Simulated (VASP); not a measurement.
Input of a VASP 6.6.1 run:

Contents of INCAR:

```
PREC = Accurate
ENCUT = 520
EDIFF = 1E-6
ISMEAR = -1
SIGMA = 0.05
LREAL = False
LASPH = True
NELM = 80
ALGO = Normal
ISIF = 2
LWAVE = False
LCHARG = False
GGA = PE
NBANDS = 14
```

File KPOINTS:

```
Automatic mesh
0
Gamma
  18 18 10
```

The input POSCAR:

```
F
1.0
    1.9059613511      0.0000000000      0.0000000000
   -0.9529806756      1.6506109487      0.0000000000
    0.0000000000      0.0000000000      2.6981556504
F
2
Direct
    0.3333333333      0.6666666667      0.2500000000
    0.6666666667      0.3333333333      0.7500000000
```

Potentials or basis: VASP PAW PBE potentials, release 64 (F).

Run with:

```console
$ cat potpaw_PBE.64/F/POTCAR > POTCAR
$ mpirun -np 1 vasp_std > vasp.out
```

(1) Predict the band gap on the k mesh.

(2) Estimate the pressure.

Answers

(1) zero (bands 7 and 8 overlap by 4.35 eV).

(2) 424.8 GPa.

Caveat: the cell stands under pressure.
